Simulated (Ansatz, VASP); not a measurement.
ZnSe in VASP and in Ansatz

The input POSCAR:

```
ZnSe
1.0
    0.0000000000      2.8890690981      2.8890690981
    2.8890690981      0.0000000000      2.8890690981
    2.8890690981      2.8890690981      0.0000000000
Zn Se
1 1
Direct
    0.0000000000      0.0000000000      0.0000000000
    0.2500000000      0.2500000000      0.2500000000
```

The input INCAR.step1:

```
PREC = Accurate
ENCUT = 520
ISMEAR = -1
SIGMA = 0.02
LREAL = False
LASPH = True
NELM = 150
MAGMOM = 0 0 0 0 0 0
LSORBIT = True
GGA_COMPAT = False
NBANDS = 30
GGA = PE
ALGO = Normal
EDIFF = 1E-4
LWAVE = True
LCHARG = False
```

Contents of INCAR.step2:

```
PREC = Accurate
ENCUT = 520
EDIFF = 1E-7
ISMEAR = -1
SIGMA = 0.02
LREAL = False
LASPH = True
NELM = 150
ALGO = Normal
ISIF = 2
LWAVE = False
LCHARG = False
MAGMOM = 0 0 0 0 0 0
LORBIT = 11
LSORBIT = True
GGA_COMPAT = False
LORBMOM = True
METAGGA = R2SCAN
LMIXTAU = True
NBANDS = 30
ISTART = 1
```

Contents of KPOINTS:

```
Automatic mesh
0
Gamma
  8 8 8
```

Input for Ansatz:

```yaml
crystal:
  lattice:
    - [0.0, 2.8890690981, 2.8890690981]
    - [2.8890690981, 0.0, 2.8890690981]
    - [2.8890690981, 2.8890690981, 0.0]
  atoms:
    - { symbol: Zn, position: [0.0, 0.0, 0.0] }
    - { symbol: Se, position: [0.25, 0.25, 0.25] }
kpoints:
  mp_grid: { grid: [8, 8, 8] }
  band_path:
    path:
      - [0.0, 0.0, 0.0]
      - [-0.5, -0.5, 0.0]
      - [-0.375, -0.375, 0.25]
      - [-0.375, 0.0, 0.375]
      - [0.0, 0.0, 0.5]
      - [-0.5, -0.25, 0.25]
    npoints: 1
hamiltonian:
  xc: r2scan
scf:
  occupations: { method: fermi_dirac, width: 0.02 }
  n_extra_bands: 8
magnetization:
  noncollinear: true
  spin_orbit: true
output:
  forces: true
  stress: true
  eigenvalues: true
```

Change from the starting cell: hydrostatic strain +2.0%.

Alike in both runs: task single point; functional r2SCAN; k mesh 8 × 8 × 8; occupations fermi-dirac, width 0.02 eV; non-collinear spin, spin-orbit coupling.

|  | VASP | Ansatz |
| --- | --- | --- |
| version | VASP 6.6.1 | Ansatz 0.2.0 |
| potentials or method | VASP PAW PBE potentials, release 64 (Zn, Se) | plane waves, PAW |
| plane-wave cutoff (eV) | 520 | 500 |
| valence electrons in the cell | 18 | 28 |

|  | VASP | Ansatz | Ansatz less VASP |
| --- | --- | --- | --- |
| pressure (GPa) | -3.3 | -3.4 | -0.08 |

VASP's potentials were made for PBE, not for r2SCAN. VASP's potentials hold 18 valence electrons a cell and Ansatz's 28, so a difference there can come from the potentials and not from the codes.
